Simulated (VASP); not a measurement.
Rh2O: single point with r2SCAN

Rh2O:

```
O Rh
1.0
     0.00000    2.66345    2.66345
     2.66345    0.00000    2.66345
     2.66345    2.66345    0.00000
O Rh
1 2
Direct
  0.00000 0.00000 0.00000
  0.25000 0.25000 0.25000
  0.75000 0.75000 0.75000
```

* Program: VASP 6.6.1
* Task: single point
* Functional: r2SCAN
* Potentials or basis: VASP PAW PBE potentials, release 64 (O, Rh_pv)
* Cutoff: 520 eV
* k mesh: 12 × 12 × 12
* Occupations: fermi-dirac, width 0.0668 eV
* Spin: no spin polarisation

```yaml
Pressure: 1.0 GPa
Band_gap_on_the_k_mesh: zero (bands 18 and 19 overlap by 0.58 eV)
```

Levels at points of the mesh, in eV from the Fermi level:
```csv
k point,band 15,band 16,band 17,band 18,band 19,band 20,band 21,band 22
"(0.00, 0.00, 0.00)",-0.10,-0.10,-0.03,-0.03,-0.03,1.46,1.46,9.97
"(0.50, 0.00, 0.00)",-2.09,-1.85,-1.85,-1.11,0.78,0.78,1.96,4.24
"(0.50, 0.50, 0.00)",-1.48,-0.90,-0.90,-0.48,0.16,1.35,3.80,7.12
```

It took 2 min on 1 thread of Intel(R) Xeon(R) Platinum 8559C (Emerald Rapids), with other jobs on the host, peak memory 0.2 GiB.

Caveat: the PAW data sets were made with another functional, which shifts forces and pressure a little.
